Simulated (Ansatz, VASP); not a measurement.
**Bi2Se3: VASP beside Ansatz**

File INCAR:

```
SYSTEM = Bi2Se3
ALGO = Normal
EDIFF = 1E-8
ENCUT = 520
GGA = PE
ISIF = 2
ISMEAR = -1
LASPH = .True.
LCHARG = .False.
LEFG = .True.
LREAL = .False.
LWAVE = .False.
NBANDS = 32
NELM = 80
PREC = Accurate
SIGMA = 0.02
```

KPOINTS

```
k-points
0
Gamma
  8 8 8
  0 0 0
```

POSCAR

```
Bi2Se3
1.0
    2.0956832629      1.2099432960      9.9762290674
   -2.0956832629      1.2099432960      9.9762290674
    0.0000000000     -2.4198865920      9.9762290674
Bi Se
2 3
Direct
    0.3984350000      0.3984350000      0.3984350000
    0.6015650000      0.6015650000      0.6015650000
    0.0000000000      0.0000000000      0.0000000000
    0.2157150000      0.2157150000      0.2157150000
    0.7842850000      0.7842850000      0.7842850000
```

Input for Ansatz:

```yaml
crystal:
  lattice:
    - [2.0956832629, 1.209943296, 9.9762290674]
    - [-2.0956832629, 1.209943296, 9.9762290674]
    - [0.0, -2.419886592, 9.9762290674]
  atoms:
    - { symbol: Bi, position: [0.398435, 0.398435, 0.398435] }
    - { symbol: Bi, position: [0.601565, 0.601565, 0.601565] }
    - { symbol: Se, position: [0.0, 0.0, 0.0] }
    - { symbol: Se, position: [0.215715, 0.215715, 0.215715] }
    - { symbol: Se, position: [0.784285, 0.784285, 0.784285] }
kpoints:
  mp_grid: { grid: [8, 8, 8] }
scf:
  occupations: { method: fermi_dirac, width: 0.02 }
hamiltonian:
  xc: pbe
  pseudopotentials: { kind: paw }
output:
  forces: true
  stress: true
  populations: true
  efg: { quadrupole_moments_barn: { Bi: -0.516 }, contact_densities: true }
  write_density: true
  write_potential: true
  elf: true
  volumetric_format: npy
```

Alike in both runs: task electric field gradients; functional PBE; k mesh 8 × 8 × 8; occupations fermi-dirac, width 0.02 eV; no spin polarisation.

```csv
,VASP,Ansatz
version,VASP 6.6.1,Ansatz 0.2.0
potentials or method,"VASP PAW PBE potentials, release 64 (Bi_d, Se)","plane-wave PAW, scalar-relativistic"
plane-wave cutoff (eV),520,420
valence electrons in the cell,48,78
```

|  | VASP | Ansatz | Ansatz less VASP |
| --- | --- | --- | --- |
| pressure (GPa) | 0.1 | 0.0 | -0.01 |
| rms of the force components (eV/Å) | 0.023 | 0.028 | +0.0046 |
| size of Vzz on the site where it differs most (V/Å²) | 70.4 | 72.9 | +2.57 |

Atom by atom the forces differ by 0.005 eV/Å (rms over components). With one functional, cell and mesh, what is left measures potentials, basis and numerics. VASP's potentials hold 48 valence electrons a cell and Ansatz's 78, so a difference there can come from the potentials and not from the codes.

Spin-orbit coupling is off throughout.
